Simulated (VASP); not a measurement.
Set up this calculation in VASP 6.6.1, as the native input.

```yaml
Task: single point
Functional: PBE
Potentials_or_basis: VASP PAW PBE potentials, release 64 (Ti_sv, Al)
Cutoff: 520 eV
k_mesh: 10 × 10 × 10
Occupations: gaussian, width 0.1 eV
Spin: no spin polarisation
Dipole_correction: no
Further_INCAR_settings: ALGO = Fast; EDIFF = 1e-07; NBANDS = 18
```

The structure of TiAl3 lies in POSCAR:

```
TiAl3
1.0
    3.9796706404      0.0000000000      0.0000000000
    0.0000000000      3.9796706404      0.0000000000
    0.0000000000      0.0000000000      3.9796706404
Ti Al
1 3
Direct
    0.5000000000      0.5000000000      0.5000000000
    0.0000000000      0.5000000000      0.0000000000
    0.5000000000      0.0000000000      0.0000000000
    0.0000000000      0.0000000000      0.5000000000
```

These files were run (other wordings do the same):

INCAR

```
SYSTEM = TiAl3
  PREC = Accurate
  ENCUT = 520
  EDIFF = 1E-7
  ISMEAR = 0
  SIGMA = 0.1
  LREAL = .FALSE.
  LASPH = .TRUE.
  NELM = 100
  ALGO = Fast
  ISIF = 2
  LWAVE = .FALSE.
  LCHARG = .FALSE.
  GGA = PE
  NBANDS = 18
```

KPOINTS

```
regular mesh
0
G
  10 10 10
  0 0 0
```

Potentials or basis: VASP PAW PBE potentials, release 64 (Ti_sv, Al).

The run is started by

```console
$ cat potpaw_PBE.64/Ti_sv/POTCAR potpaw_PBE.64/Al/POTCAR > POTCAR
$ mpirun -np 1 vasp_std > vasp.out
```

Results of the run:

The pressure is 0.0 GPa.

Run time: 60 s on 1 thread of Intel(R) Xeon(R) 6975P-C (Granite Rapids) (shared host), peak memory 0.2 GiB.
